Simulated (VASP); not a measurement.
# ZnO (P6_3/mmc) in VASP: notebook, part 2 of 2

VASP 6.6.1. The steps go on from the part before.

## Step 3: Single point, PBE+D3(BJ)

INCAR reads:

```
SYSTEM = ZnO
  PREC = Accurate
  ENCUT = 520
  EDIFF = 1E-7
  ISMEAR = 0
  SIGMA = 0.05
  LREAL = .False.
  LASPH = .True.
  NELM = 100
  ALGO = Normal
  ISIF = 2
  LWAVE = .False.
  LCHARG = .False.
  GGA = PE
  IVDW = 12
  NBANDS = 26
```

KPOINTS reads:

```
regular mesh
0
Gamma
  12 12 6
  0 0 0
```

POSCAR reads:

```
ZnO
1.0
    3.2662751495      0.0000000000      0.0000000000
   -1.6331375747      2.8286772553      0.0000000000
    0.0000000000      0.0000000000      6.1688483439
Zn O
2 2
Direct
    0.0000000000      0.0000000000      0.7500000000
    0.0000000000      0.0000000000      0.2500000000
    0.3333333333      0.6666666667      0.2500000000
    0.6666666667      0.3333333333      0.7500000000
```

Potentials or basis: VASP PAW PBE potentials, release 64 (Zn, O).

On the command line:

```bash
$ cat potpaw_PBE.64/Zn/POTCAR potpaw_PBE.64/O/POTCAR > POTCAR
$ mpirun -np 1 vasp_std > vasp.out
```

Run time: 40 s. Hardware: 1 thread of Intel Xeon 6975P-C (Granite Rapids), shared host; peak memory 0.24 GiB.

Results (log left out):

* Free energy: -17.6491 eV
* Pressure: 0.9 GPa
* Band gap on the k mesh: 0.70 eV, direct
* Dispersion energy per atom: -0.187 eV

Stress tensor (GPa, compression positive):
```
 1.46  0.00  0.00
 0.00  1.46  0.00
 0.00  0.00 -0.12
```

Levels at points of the mesh, in eV from the valence-band top:
| k point | band 16 | band 17 | band 18 | band 19 | band 20 | band 21 |
| --- | --- | --- | --- | --- | --- | --- |
| (0.00, 0.00, 0.00) | -0.02 | 0.00 | 0.00 | 0.70 | 4.25 | 5.65 |
| (0.50, 0.00, 0.00) | -1.78 | -1.03 | -1.00 | 4.52 | 5.44 | 6.42 |
| (0.00, 0.00, 0.50) | -0.01 | -0.01 | -0.01 | 2.27 | 2.27 | 8.60 |
| (0.50, 0.00, 0.50) | -1.89 | -0.91 | -0.91 | 4.76 | 4.76 | 8.18 |

A k mesh can miss the band edges.

## Step 4: Single point, PBE+D3(BJ)

INCAR reads:

```
  PREC = Accurate
  ENCUT = 520
  EDIFF = 1E-7
  ISMEAR = 0
  SIGMA = 0.05
  LREAL = False
  LASPH = True
  NELM = 100
  ALGO = Normal
  ISIF = 2
  LWAVE = False
  LCHARG = False
  GGA = PE
  IVDW = 12
  NBANDS = 26
```

KPOINTS reads:

```
regular mesh
0
Gamma
  12 12 6
```

POSCAR is that of step 3.

On the command line:

```bash
$ cat potpaw_PBE.64/Zn/POTCAR potpaw_PBE.64/O/POTCAR > POTCAR
$ mpirun -np 1 vasp_std > vasp.out
```

Run time: 38 s. Hardware: 1 thread of Intel Xeon 6975P-C (Granite Rapids), shared host; peak memory 0.24 GiB.

The run converged. Its results:

| Quantity | Value |
| --- | --- |
| Free energy | -17.6491 eV |
| Pressure | 0.9 GPa |
| Band gap on the k mesh | 0.70 eV, direct |
| Dispersion energy per atom | -0.187 eV |

Stress tensor (GPa, compression positive):
```
 1.46  0.00  0.00
 0.00  1.46  0.00
 0.00  0.00 -0.12
```

Levels at points of the mesh, in eV from the valence-band top:
| k point | band 16 | band 17 | band 18 | band 19 | band 20 | band 21 |
| --- | --- | --- | --- | --- | --- | --- |
| (0.00, 0.00, 0.00) | -0.02 | 0.00 | 0.00 | 0.70 | 4.25 | 5.65 |
| (0.50, 0.00, 0.00) | -1.78 | -1.03 | -1.00 | 4.52 | 5.44 | 6.42 |
| (0.00, 0.00, 0.50) | -0.01 | -0.01 | -0.01 | 2.27 | 2.27 | 8.60 |
| (0.50, 0.00, 0.50) | -1.89 | -0.91 | -0.91 | 4.76 | 4.76 | 8.18 |

A k mesh can miss the band edges. Expect the measured gap to be larger: semilocal functionals such as PBE lack the derivative discontinuity.

## Step 5: Relaxation of cell and atoms, PBE+D3(BJ)

This run uses another cell than the first one, of 16.69 Å³/atom, 1.171 times its volume.

INCAR reads:

```
SYSTEM = ZnO
PREC = Accurate
ENCUT = 600
EDIFF = 1E-6
ISMEAR = 0
SIGMA = 0.02
LREAL = .False.
LASPH = .True.
NELM = 80
ALGO = Normal
ISIF = 3
LWAVE = .False.
LCHARG = .False.
GGA = PE
IVDW = 12
IBRION = 2
NSW = 100
EDIFFG = -0.005
```

KPOINTS reads:

```
Automatic mesh
0
Gamma
  12 12 4
  0 0 0
```

POSCAR reads:

```
ZnO
1.0
    3.2879671587      0.0000000000      0.0000000000
   -1.6439835793      2.8474630862      0.0000000000
    0.0000000000      0.0000000000      7.1304413500
Zn O
2 2
Direct
    0.0000000000      0.0000000000      0.7500000000
    0.0000000000      0.0000000000      0.2500000000
    0.3333333300      0.6666666700      0.2500000000
    0.6666666700      0.3333333300      0.7500000000
```

Potentials or basis: VASP PAW PBE potentials, release 64 (Zn, O).

On the command line:

```bash
$ cat potpaw_PBE.64/Zn/POTCAR potpaw_PBE.64/O/POTCAR > POTCAR
$ mpirun -np 1 vasp_std > vasp.out
```

OUTCAR:

```text
SYSTEM = ZnO
   PREC = Accurate
   ENCUT = 600
   EDIFF = 1E-6
   ISMEAR = 0
   LREAL = .False.
   LASPH = .True.
   NELM = 80
   ISIF = 3
   GGA = PE
   IVDW = 12
   IBRION = 2
   NSW = 100
   EDIFFG = -0.005
 IVDW          = 12

 ion  position               nearest neighbor table
   1  0.000  0.000  0.750-   4 1.90   4 1.90   4 1.90
   2  0.000  0.000  0.250-   3 1.90   3 1.90   3 1.90
   3  0.333  0.667  0.250-   2 1.90   2 1.90   2 1.90
   4  0.667  0.333  0.750-   1 1.90   1 1.90   1 1.90

  LATTYP: Found a hexagonal cell.
 ALAT       =     3.2879671587
 C/A-ratio  =     2.1686473757

  Lattice vectors:

 A1 = (   3.2879671587,   0.0000000000,   0.0000000000)
 A2 = (  -1.6439835793,   2.8474630862,   0.0000000000)
 A3 = (   0.0000000000,   0.0000000000,   7.1304413500)

Analysis of symmetry for initial positions (statically):
[... 912 lines left out ...]
 [... further k-points ...]

[... ionic steps 4 to 10 ...]

--------------------------------------- Ionic step       11  -------------------------------------------

 number of electron      35.9999977 magnetization

------------------------ aborting loop because EDIFF is reached ----------------------------------------
[... 79 lines left out ...]
--------------------------------------- Ionic step       13  -------------------------------------------

 number of electron      35.9999978 magnetization

 Free energy of the ion-electron system (eV)
  ---------------------------------------------------
  ext. energy  EPLUGINS =         0.00000000
  ---------------------------------------------------
  free energy    TOTEN  =       -16.91847225 eV

  energy without entropy =      -16.91847225  energy(sigma->0) =      -16.91847225

 E-fermi :   0.1278     XC(G=0):  -9.8912

 val. band max:        0.0103317530   @ k =   0.0000   0.0000   0.0000
 cond. band min:       0.7030538216   @ k =   0.0000   0.0000   0.0000
 fundamental gap:      0.6927220686
 Fermi energy:         0.1278295026

 k-point     1 :       0.0000    0.0000    0.0000
  band No.  band energies     occupation
      1     -17.6123      2.00000
      2     -17.3713      2.00000
      3      -6.2094      2.00000
      4      -6.2094      2.00000
      5      -6.1547      2.00000
      6      -6.1547      2.00000
[... 626 lines left out ...]
  FREE ENERGIE OF THE ION-ELECTRON SYSTEM (eV)
  ---------------------------------------------------
  free  energy   TOTEN  =       -17.6698406678 eV

  energy  without entropy=      -17.6698406678  energy(sigma->0) =      -17.66984067

 reached required accuracy - stopping structural energy minimisation
```

Wall time 6.5 min (1 thread of Intel Xeon 6975P-C (Granite Rapids), shared host); peak memory 0.28 GiB.

What came out:

- Free energy: -17.6698 eV
- Relaxed volume: 14.21 Å³/atom
- Relaxed cell: a = 3.275 Å, b = 3.275 Å, c = 6.122 Å, α = 90.00°, β = 90.00°, γ = 120.00°
- Space group after relaxing (to 0.05 Å): P6_3/mmc (No. 194)
- Energy gained by relaxing: 18.8 meV/atom
- Ionic steps: 13
- Pressure after relaxing: 0.0 GPa
- Band gap on the k mesh: 0.69 eV, direct
- Dispersion energy per atom: -0.188 eV

Step by step:
```
step  energy change (eV)  largest force (eV/Å)  pressure (GPa)  volume (Å³)
   1              0.0000                0.0000           -1.66        66.76
   2             -0.0065                0.0000            0.56        65.10
   3             -0.0070                0.0000            0.04        65.45
   4             -0.0167                0.0000            0.11        64.54
   5             -0.0437                0.0000            0.39        61.83
   6             -0.0719                0.0000            1.50        56.41
   7             -0.0403                0.0000           -4.10        57.39
   8             -0.0750                0.0000            0.06        56.64
   9             -0.0750                0.0000            0.09        56.63
  10             -0.0751                0.0000            0.03        56.72
  11             -0.0751                0.0000            0.09        56.74
  12             -0.0751                0.0000            0.09        56.78
  13             -0.0751                0.0000           -0.01        56.85
```

Final structure:
```
Zn O
1.0
     3.27472    0.00000    0.00000
    -1.63736    2.83599    0.00000
     0.00000    0.00000    6.12168
Zn O
2 2
Direct
  0.00000 0.00000 0.75000
  0.00000 0.00000 0.25000
  0.33333 0.66667 0.25000
  0.66667 0.33333 0.75000
```

PBE gaps usually lie below the measured ones, often by a third to a half.

## Step 6: Summary

```csv
task,cell,k mesh,cutoff (eV),smearing,gap on the mesh (eV),pressure (GPa)
single point,"a = 3.266, b = 3.266, c = 6.169 Å, angles 90.0, 90.0, 120.0°, 4 atoms",12 × 12 × 4,520,gaussian 0.02 eV,0.70,1.0
single point,"a = 3.266, b = 3.266, c = 6.169 Å, angles 90.0, 90.0, 120.0°, 4 atoms",12 × 12 × 6,520,gaussian 0.05 eV,0.70,0.9
relaxation of cell and atoms,"relaxed from a = 3.288, b = 3.288, c = 7.130 Å, angles 90.0, 90.0, 120.0°, 4 atoms",12 × 12 × 4,600,gaussian 0.02 eV,0.69,0.0
```

Alike in all rows: level PBE+D3(BJ); potentials or basis VASP PAW PBE potentials, release 64 (Zn, O); no spin polarisation.

Total energies depend on the potentials used, so only differences within one code and one set of settings carry meaning.
